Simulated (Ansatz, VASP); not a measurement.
This is a calculation of GaN for VASP 6.6.1.

File POSCAR:

```
GaN
1.0
    0.0000000000      2.1771129849      2.1771129849
    2.1771129849      0.0000000000      2.1771129849
    2.1771129849      2.1771129849      0.0000000000
Ga N
1 1
Direct
    0.0000000000      0.0000000000      0.0000000000
    0.5000000000      0.5000000000      0.5000000000
```

File INCAR.step1:

```
PREC     = Accurate       # precision mode
ENCUT    = 520            # plane-wave cutoff, eV
ISMEAR   = -1             # smearing method
SIGMA    = 0.05           # smearing width, eV
LREAL    = False          # projectors in reciprocal space
LASPH    = True           # aspherical terms in the spheres
NELM     = 80             # most SCF steps
NBANDS   = 16             # bands
GGA      = PE             # functional
ALGO     = Normal         # electronic algorithm
EDIFF    = 1E-4           # SCF threshold, eV
LWAVE    = True           # write WAVECAR
LCHARG   = False          # write CHGCAR
```

The input INCAR.step2:

```
PREC     = Accurate       # precision mode
ENCUT    = 520            # plane-wave cutoff, eV
EDIFF    = 1E-7           # SCF threshold, eV
ISMEAR   = -1             # smearing method
SIGMA    = 0.05           # smearing width, eV
LREAL    = False          # projectors in reciprocal space
LASPH    = True           # aspherical terms in the spheres
NELM     = 80             # most SCF steps
ALGO     = Normal         # electronic algorithm
ISIF     = 2              # what is computed and relaxed
LWAVE    = False          # write WAVECAR
LCHARG   = False          # write CHGCAR
METAGGA  = R2SCAN         # meta-GGA
LMIXTAU  = True         
NBANDS   = 16             # bands
ISTART   = 1
```

Contents of KPOINTS:

```
Automatic mesh
0
Gamma
  11 11 11
```

Potentials or basis: VASP PAW PBE potentials, release 64 (Ga_d, N).

The run is started by

```sh
$ cat potpaw_PBE.64/Ga_d/POTCAR potpaw_PBE.64/N/POTCAR > POTCAR
$ cp INCAR.step1 INCAR
$ mpirun -np 1 vasp_std > vasp.out
$ cp INCAR.step2 INCAR
$ mpirun -np 1 vasp_std > vasp.out
```

Problem. Translate it to Ansatz 0.2.0. Potentials there: Ansatz PAW.

Solution. As run (the cutoff follows the program's own potentials):

input.yaml

```yaml
crystal:
  lattice:
    - [0.0, 2.1771129849, 2.1771129849]
    - [2.1771129849, 0.0, 2.1771129849]
    - [2.1771129849, 2.1771129849, 0.0]
  atoms:
    - { symbol: Ga, position: [0.0, 0.0, 0.0] }
    - { symbol: "N", position: [0.5, 0.5, 0.5] }
hamiltonian:
  xc: r2scan
  pseudopotentials: { kind: paw }
kpoints:
  mp_grid: { grid: [11, 11, 11] }
scf:
  occupations: { method: fermi_dirac, width: 0.05 }
output:
  forces: true
  stress: true
  eigenvalues: true
```

Potentials or basis: Ansatz PAW.

Launch:

```sh
$ ansatz run input.yaml --threads 2 --pin off --max-ram 5632MiB --backend cpu --events-out ev --progress --plain --runs-dir out
```

Both were run:

|  | VASP | Ansatz | Ansatz less VASP |
| --- | --- | --- | --- |
| gap on the k mesh at the Fermi level (eV) | 0.67 | 0.69 | +0.020 |
| least direct gap on the mesh (eV) | 2.19 | 2.17 | -0.024 |
| pressure (GPa) | -18.3 | -18.8 | -0.56 |

VASP's potentials were made for PBE, not for r2SCAN.

Noted on Ansatz's run: odd divisions of the mesh miss points on the zone boundary, where band edges often lie, so the gap on the mesh can be too wide.
